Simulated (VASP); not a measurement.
Runs of VASP 6.6.1 on AlN. The structure is that of space group P6_3/mmc (No. 194), or close to it. The cells are those of the table. 

| task | cell | cutoff (eV) | gap on the mesh (eV) | pressure (GPa) |
| --- | --- | --- | --- | --- |
| relaxation of cell and atoms | relaxed to 5 GPa from a = 3.312, b = 3.312, c = 4.188 Å, angles 90.0, 90.0, 120.0°, 4 atoms | 600 | 3.52 | 5.0 |
| relaxation of cell and atoms | relaxed to 10 GPa from a = 3.312, b = 3.312, c = 4.188 Å, angles 90.0, 90.0, 120.0°, 4 atoms | 600 | 3.67 | 10.0 |
| relaxation of cell and atoms | relaxed to -2 GPa from a = 3.312, b = 3.312, c = 4.188 Å, angles 90.0, 90.0, 120.0°, 4 atoms | 600 | 3.27 | -2.0 |
| single point | a = 3.261, b = 3.261, c = 4.066 Å, angles 90.0, 90.0, 120.0°, 4 atoms | 520 | 3.66 | 10.0 |
| single point | a = 3.310, b = 3.310, c = 4.159 Å, angles 90.0, 90.0, 120.0°, 4 atoms | 520 | 3.26 | -2.1 |
| single point | a = 3.302, b = 3.302, c = 4.141 Å, angles 90.0, 90.0, 120.0°, 4 atoms | 520 | 3.34 | -0.1 |
| relaxation of cell and atoms | relaxed to 2 GPa from a = 3.312, b = 3.312, c = 4.188 Å, angles 90.0, 90.0, 120.0°, 4 atoms | 600 | (b) | 2.1 |
| single point | a = 3.281, b = 3.281, c = 4.101 Å, angles 90.0, 90.0, 120.0°, 4 atoms | 520 | (a) | 4.9 |

Alike in all rows: level PBEsol; potentials or basis VASP PAW PBE potentials, release 64 (Al, N); no spin polarisation; k mesh 12 × 12 × 6; smearing gaussian 0.01 eV.

Q: Estimate the missing entries.

A: (a) 3.51; (b) 3.42.

Caveats: the PAW data sets were made with another functional, which shifts forces and pressure a little; the cell is relaxed towards a set pressure, so the enthalpy falls and the energy may rise (some runs).

A k mesh can miss the band edges.
